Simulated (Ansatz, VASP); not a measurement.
**F in VASP and in Ansatz**

```
F
1.0
     9.00000    0.00000    0.00000
     0.00000    9.20000    0.00000
     0.00000    0.00000   10.40000
F
2
Direct
  0.50000 0.50000 0.43278
  0.50000 0.50000 0.56722
```

Alike in both runs: functional PBEsol; k mesh 1 × 1 × 1; occupations fermi-dirac, width 0.01 eV; no spin polarisation.

Ansatz relaxed the structure, and its values are those at the end. VASP's run is a single point on that final structure, the one shown.

```csv
,VASP,Ansatz
version,VASP 6.6.1,Ansatz 0.2.0
potentials or method,"VASP PAW PBE potentials, release 64 (F_h)","PAW with Ansatz's default frozen-core files, scalar-relativistic"
plane-wave cutoff (eV),1350,420
valence electrons in the cell,14,14
```

|  | VASP | Ansatz | Ansatz less VASP |
| --- | --- | --- | --- |
| rms of the force components (eV/Å) | 0.009 | 0.000 | -0.0088 |

VASP's potentials were made for PBE, not for PBEsol. With one functional, cell and mesh, what is left measures potentials, basis and numerics. Ansatz's warnings: stress scf threshold loose.
